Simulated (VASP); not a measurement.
Write the native input for VASP 6.6.1 that does the following.

```yaml
Task: single point
Functional: PBE
Potentials_or_basis: VASP PAW PBE potentials, release 64 (Cl, H_h)
Cutoff: 910 eV
k_mesh: 1 × 1 × 1
Occupations: fermi-dirac, width 0.05 eV
Spin: no spin polarisation
Dipole_correction: no
Second_run: hard_potentials
Further_INCAR_settings: LREAL = Auto; ALGO = Normal; EDIFF = 1e-06; NBANDS = 56
```

The structure of HCl lies in POSCAR:

```
HCl
1.0
    7.4168600000      0.0000000000      0.0000000000
    0.0000000000      7.4168600000      0.0000000000
    0.0000000000      0.0000000000      7.4168600000
Cl H
10 10
Direct
    0.2694401674      0.0821776331      0.4225912313
    0.0799664548      0.5069935256      0.3949380196
    0.6743824206      0.2732962467      0.3732576859
    0.4311662887      0.2716243801     -0.0802226279
    0.6643107730      0.7766629005      0.1271832015
    0.8399106900      0.5260581971      0.8246077181
    0.1953791766      0.7139544228      0.9557818268
    0.5221886351      0.6793845374      0.5459992504
    0.9809272388      0.1452501463      0.0534592806
    0.8934373846      0.9342363210      0.6071167583
    0.3639545576     -0.0494279250      0.4971376027
    0.0816518041      0.5127911272      0.2199987596
    0.8094395742      0.3571727119      0.4400784159
    0.3858640988      0.1895411266      0.0682499063
    0.7074557158      0.6465269669      0.0184174974
    0.8493351634      0.7016446313      0.7738315136
    0.3576176441      0.7326550589      1.0018660188
    0.5836162473      0.6702027543      0.3749295524
    0.8220325043      0.1436996249      0.1430120024
    1.0379729427      1.0414784693      0.6372103559
```

One way to write it, as run:

INCAR

```
SYSTEM = HCl
  ALGO = Normal
  EDIFF = 1E-6
  ENCUT = 910
  GGA = PE
  GGA_COMPAT = .FALSE.
  ISIF = 2
  ISMEAR = -1
  LASPH = .TRUE.
  LCHARG = .FALSE.
  LREAL = Auto
  LWAVE = .FALSE.
  NBANDS = 56
  NELM = 120
  PREC = Accurate
  SIGMA = 0.05
```

KPOINTS

```
k-points
0
G
  1 1 1
  0 0 0
```

Potentials or basis: VASP PAW PBE potentials, release 64 (Cl, H_h).

Run with:

```bash
$ cat potpaw_PBE.64/Cl/POTCAR potpaw_PBE.64/H_h/POTCAR > POTCAR
$ mpirun -np 1 vasp_gam > vasp.out
```

It gave:

The pressure is 1.4 GPa. The largest force is 1.400 eV/Å and the band gap on the k mesh is 5.29 eV.

Caveat: the k points lie up to 0.85 Å⁻¹ apart.

It took 2.2 min on 1 thread of Intel(R) Xeon(R) 6975P-C (Granite Rapids), on a shared host, peak memory 0.89 GiB.
